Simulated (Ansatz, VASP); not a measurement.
## Two plane-wave programs on Si2W

```
Si W
1.0
    -1.61692    1.61692    3.92863
     1.61692   -1.61692    3.92863
     1.61692    1.61692   -3.92863
Si W
2 1
Direct
  0.33515 0.33515 0.00000
  0.66485 0.66485 0.00000
  0.00000 0.00000 0.00000
```

Alike in both runs: functional r2SCAN; k mesh 13 × 13 × 13; occupations fermi-dirac, width 0.1 eV; no spin polarisation.

Ansatz relaxed the structure, and its values are those at the end. VASP's run is a single point on that final structure, the one shown.

|  | VASP | Ansatz |
| --- | --- | --- |
| version | VASP 6.6.1 | Ansatz 0.2.0 |
| potentials or method | VASP PAW PBE potentials, release 64 (Si, W_sv), cutoff 520 eV | PAW plane waves |
| valence electrons in the cell | 22 | 22 |

Ansatz gave:

```
pressure (GPa) : -4.5
```

Problem. Estimate VASP's values.

Solution. Pressure (GPa): -4.4.

VASP's potentials were made for PBE, not for r2SCAN. Ansatz's warnings: stress scf threshold loose.

Neither program's run includes spin-orbit coupling.
